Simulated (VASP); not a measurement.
A run of VASP 6.6.1 is set up as follows.

Contents of INCAR:

```
SYSTEM = Mo
ALGO = Normal ; EDIFF = 1E-6
ENCUT = 520 ; GGA = PS
GGA_COMPAT = .False. ; ISIF = 2
ISMEAR = -1 ; LASPH = .True.
LCHARG = .False. ; LMAXMIX = 4
LNONCOLLINEAR = .True. ; LORBIT = 11
LORBMOM = .True. ; LREAL = .False.
LSORBIT = .True. ; LWAVE = .False.
MAGMOM = 0 0 0 ; NBANDS = 25
NELM = 150 ; PREC = Accurate
SIGMA = 0.05
```

Contents of KPOINTS:

```
k-points
0
Gamma
  12 12 12
  0 0 0
```

Contents of POSCAR:

```
Mo
1.0
   -1.5838089719      1.5838089719      1.5838089719
    1.5838089719     -1.5838089719      1.5838089719
    1.5838089719      1.5838089719     -1.5838089719
Mo
1
Direct
    0.0000000000      0.0000000000      0.0000000000
```

Potentials or basis: VASP PAW PBE potentials, release 64 (Mo_sv).

Launch:

```sh
$ cat potpaw_PBE.64/Mo_sv/POTCAR > POTCAR
$ mpirun -np 1 vasp_ncl > vasp.out
```

(1) What does it give for the pressure?

(2) Predict the net moment.

## Answers

(1) -9.0 GPa.

(2) 0.00 μB per cell.

Caveat: the cell stands under tension; the PAW data sets were made with another functional, which shifts forces and pressure a little.
